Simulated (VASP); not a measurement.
A run of VASP 6.6.1 is set up as follows.

INCAR

```
ALGO = Normal ; EDIFF = 1E-6
ENCUT = 520 ; GGA = PE
ISIF = 2 ; ISMEAR = 0
LASPH = T ; LCHARG = F
LREAL = F ; LWAVE = F
NBANDS = 16 ; NELM = 100
PREC = Accurate ; SIGMA = 0.02
```

File KPOINTS:

```
k-points
0
Gamma
  12 12 12
```

File POSCAR:

```
ZnO
1.0
    0.0000000000      2.0978634485      2.0978634485
    2.0978634485      0.0000000000      2.0978634485
    2.0978634485      2.0978634485      0.0000000000
Zn O
1 1
Direct
    0.0000000000      0.0000000000      0.0000000000
    0.5000000000      0.5000000000      0.5000000000
```

Potentials or basis: VASP PAW PBE potentials, release 64 (Zn, O).

The run is started by

```bash
$ cat potpaw_PBE.64/Zn/POTCAR potpaw_PBE.64/O/POTCAR > POTCAR
$ mpirun -np 1 vasp_std > vasp.out
```

Task: Predict the band gap on the k mesh.

Result: 1.16 eV, indirect (least direct gap 2.76 eV).

Task: Predict the pressure.

Result: 20.9 GPa.

 A k mesh can miss the band edges.
